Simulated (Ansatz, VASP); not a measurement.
**One calculation of Tl, two programs**

File INCAR:

```
PREC = Accurate ; ENCUT = 520
EDIFF = 1E-6 ; ISMEAR = 0
SIGMA = 0.15 ; LREAL = F
LASPH = T ; NELM = 80
ALGO = Fast ; ISIF = 2
LWAVE = F ; LCHARG = T
GGA = PS ; LELF = T
LVHAR = T ; NBANDS = 20
```

File KPOINTS:

```
regular mesh
0
Gamma
  18 18 10
```

Contents of POSCAR:

```
Tl
1.0
    3.3479268900      0.0000000000      0.0000000000
   -1.6739634450      2.8993897367      0.0000000000
    0.0000000000      0.0000000000      5.8874523581
Tl
2
Direct
    0.3333333333      0.6666666667      0.2500000000
    0.6666666667      0.3333333333      0.7500000000
```

Input for Ansatz:

```yaml
crystal:
  lattice:
    - [3.34792689, 0.0, 0.0]
    - [-1.673963445, 2.8993897367, 0.0]
    - [0.0, 0.0, 5.8874523581]
  atoms:
    - { symbol: Tl, position: [0.3333333333, 0.6666666667, 0.25] }
    - { symbol: Tl, position: [0.6666666667, 0.3333333333, 0.75] }
basis:
  ecutwfc: 420
kpoints:
  mp_grid: { grid: [18, 18, 10] }
hamiltonian:
  xc: pbesol
scf:
  occupations: { method: gaussian, width: 0.15 }
output:
  forces: true
  stress: true
  eigenvalues: true
  write_density: true
  write_potential: true
  elf: true
  volumetric_format: npy
```

Alike in both runs: task single point; functional PBEsol; k mesh 18 × 18 × 10; occupations gaussian, width 0.15 eV; no spin polarisation.

```csv
,VASP,Ansatz
version,VASP 6.6.1,Ansatz 0.2.0
potentials or method,"VASP PAW PBE potentials, release 64 (Tl_d), cutoff 520 eV","scalar-relativistic, plane waves, PAW"
valence electrons in the cell,26,26
```

```csv
,VASP,Ansatz,Ansatz less VASP
gap on the k mesh at the Fermi level (eV),none,none,-
pressure (GPa),0.0,0.1,+0.06
"traceless stress, the component that is largest in VASP (GPa)",-1.56,-1.56,+0.001
```

VASP's potentials were made for PBE, not for PBEsol. A gap of «none» marks a metal or a gap that the smearing closes. The functional is the same, so the differences come from potentials, cutoffs and numerics.

Neither program's run includes spin-orbit coupling.
